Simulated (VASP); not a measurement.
Here is a VASP 6.6.1 calculation.

Contents of INCAR:

```
SYSTEM = Mo
PREC     = Accurate       ! precision mode
ENCUT    = 520            ! plane-wave cutoff, eV
EDIFF    = 1E-6           ! SCF threshold, eV
ISMEAR   = 0              ! smearing method
SIGMA    = 0.15           ! smearing width, eV
LREAL    = .FALSE.        ! projectors in reciprocal space
LASPH    = .TRUE.         ! aspherical terms in the spheres
NELM     = 60             ! most SCF steps
ALGO     = Fast           ! electronic algorithm
ISIF     = 2              ! what is computed and relaxed
LWAVE    = .FALSE.        ! write WAVECAR
LCHARG   = .FALSE.        ! write CHGCAR
GGA      = PE             ! functional
NBANDS   = 13             ! bands
```

Contents of KPOINTS:

```
regular mesh
0
G
  24 24 24
  0 0 0
```

The input POSCAR:

```
Mo
1.0
   -1.6584531586      1.6584531586      1.4096851848
    1.6584531586     -1.6584531586      1.4096851848
    1.6584531586      1.6584531586     -1.4096851848
Mo
1
Direct
    0.0000000000      0.0000000000      0.0000000000
```

Potentials or basis: VASP PAW PBE potentials, release 64 (Mo_sv).

The run is started by

```console
$ cat potpaw_PBE.64/Mo_sv/POTCAR > POTCAR
$ mpirun -np 1 vasp_std > vasp.out
```

Task: What does it give for the band gap on the k mesh?

Result: Zero (bands 7 and 8 overlap by 5.41 eV).

Task: Predict the pressure.

Result: 8.4 GPa.

Stress tensor (GPa, compression positive):
```
-3.56  0.00  0.00
 0.00 -3.56  0.00
 0.00  0.00 32.41
```

Caveat: the cell stands under pressure.
